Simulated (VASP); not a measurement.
A run of VASP 6.6.1 is set up as follows.

Contents of POSCAR:

```
ZnO
1.0
    3.1691616423      0.0000000000      0.0000000000
   -1.5845808212      2.7445744910      0.0000000000
    0.0000000000      0.0000000000      5.1049748357
Zn O
2 2
Direct
    0.3333333333      0.6666666667      0.4996911392
    0.6666666667      0.3333333333     -0.0003088608
    0.6666666667      0.3333333333      0.3793188608
    0.3333333333      0.6666666667      0.8793188608
```

File INCAR.step1:

```
SYSTEM = ZnO
ALGO = Normal
EDIFF = 1E-4
ENCUT = 600
GGA = PE
ISMEAR = 0
LASPH = .TRUE.
LCHARG = .FALSE.
LREAL = .FALSE.
LWAVE = .TRUE.
NELM = 60
PREC = Accurate
SIGMA = 0.02
```

Contents of INCAR.step2:

```
SYSTEM = ZnO
ALGO = Normal
EDIFF = 1E-6
EDIFFG = -0.01
ENCUT = 600
IBRION = 2
ISIF = 4
ISMEAR = 0
ISTART = 1
LASPH = .TRUE.
LCHARG = .FALSE.
LMIXTAU = .TRUE.
LREAL = .FALSE.
LWAVE = .FALSE.
METAGGA = R2SCAN
NELM = 60
NSW = 50
PREC = Accurate
SIGMA = 0.02
```

KPOINTS

```
k-points
0
G
  9 9 6
  0 0 0
```

Potentials or basis: VASP PAW PBE potentials, release 64 (Zn, O).

Command:

```sh
$ cat potpaw_PBE.64/Zn/POTCAR potpaw_PBE.64/O/POTCAR > POTCAR
$ cp INCAR.step1 INCAR
$ mpirun -np 1 vasp_std > vasp.out
$ cp INCAR.step2 INCAR
$ mpirun -np 1 vasp_std > vasp.out
```

Problem. Estimate the band gap on the k mesh.

Solution. 1.33 eV, direct.

Final structure:
```
Zn O
1.0
     3.16916    0.00000    0.00000
    -1.58458    2.74457    0.00000
     0.00000    0.00000    5.10497
Zn O
2 2
Cartesian
  0.0000 1.8297 2.5509
  1.5846 0.9149 5.1034
  1.5846 0.9149 1.9364
  0.0000 1.8297 4.4889
```

Caveat: the relaxation stopped at its first step, so nothing moved.
